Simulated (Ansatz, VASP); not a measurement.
**WS2: VASP beside Ansatz**

INCAR

```
ALGO     = Normal         # electronic algorithm
EDIFF    = 1E-8           # SCF threshold, eV
ENCUT    = 520            # plane-wave cutoff, eV
GGA      = PE             # functional
ISIF     = 2              # what is computed and relaxed
ISMEAR   = -1             # smearing method
ISPIN    = 2              # spin polarisation
LASPH    = True           # aspherical terms in the spheres
LCHARG   = False          # write CHGCAR
LEFG     = True         
LMAXMIX  = 4              # l up to which the mixer works
LORBIT   = 11             # projections on sites
LREAL    = False          # projectors in reciprocal space
LWAVE    = False          # write WAVECAR
MAGMOM   = 2 2 0 0 0 0    # initial moments
NBANDS   = 39             # bands
NELM     = 150            # most SCF steps
PREC     = Accurate       # precision mode
SIGMA    = 0.02           # smearing width, eV
```

The input KPOINTS:

```
k-points
0
Gamma
  11 11 3
```

The input POSCAR:

```
WS2
1.0
    3.1800000000      0.0000000000      0.0000000000
   -1.5900000000      2.7539607840      0.0000000000
    0.0000000000      0.0000000000     12.5000000000
W S
2 4
Direct
    0.3333333333      0.6666666667      0.2500000000
    0.6666666667      0.3333333333      0.7500000000
    0.3333333333      0.6666666667      0.6250000000
    0.6666666667      0.3333333333      0.1250000000
    0.3333333333      0.6666666667      0.8750000000
    0.6666666667      0.3333333333      0.3750000000
```

Input for Ansatz:

```yaml
crystal:
  lattice:
    - [3.18, 0.0, 0.0]
    - [-1.59, 2.753960784, 0.0]
    - [0.0, 0.0, 12.5]
  atoms:
    - { symbol: W, position: [0.3333333333, 0.6666666667, 0.25], spin: 2.0 }
    - { symbol: W, position: [0.6666666667, 0.3333333333, 0.75], spin: 2.0 }
    - { symbol: S, position: [0.3333333333, 0.6666666667, 0.625] }
    - { symbol: S, position: [0.6666666667, 0.3333333333, 0.125] }
    - { symbol: S, position: [0.3333333333, 0.6666666667, 0.875] }
    - { symbol: S, position: [0.6666666667, 0.3333333333, 0.375] }
magnetization:
  spin_polarized: true
kpoints:
  mp_grid: { grid: [11, 11, 3] }
scf:
  occupations: { method: fermi_dirac, width: 0.02 }
hamiltonian:
  xc: pbe
  pseudopotentials: { kind: paw, frozen_core: stored }
output:
  forces: true
  stress: true
  populations: true
  efg: { quadrupole_moments_barn: { S: -0.0694 } }
  write_density: true
  write_potential: true
  elf: true
  volumetric_format: npy
```

Alike in both runs: task electric field gradients; functional PBE; k mesh 11 × 11 × 3; occupations fermi-dirac, width 0.02 eV; collinear spin.

|  | VASP | Ansatz |
| --- | --- | --- |
| version | VASP 6.6.1 | Ansatz 0.2.0 |
| potentials or method | VASP PAW PBE potentials, release 64 (W_sv, S) | plane-wave PAW, scalar-relativistic |
| plane-wave cutoff (eV) | 520 | 420 |
| valence electrons in the cell | 52 | 52 |

```csv
,VASP,Ansatz,Ansatz less VASP
gap on the k mesh at the Fermi level (eV),1.06,1.05,-0.015
pressure (GPa),2.2,2.3,+0.04
"traceless stress, the component that is largest in VASP (GPa)",1.23,1.23,+0.001
rms of the force components (eV/Å),0.062,0.061,-0.0013
net moment per atom (μB),0.00,0.00,0.000
size of Vzz on the site where it differs most (V/Å²),157.3,168.8,+11.47
```

Atom by atom the forces differ by 0.001 eV/Å (rms over components). Ansatz's warnings: seeded moment not kept.

Neither program's run includes spin-orbit coupling.
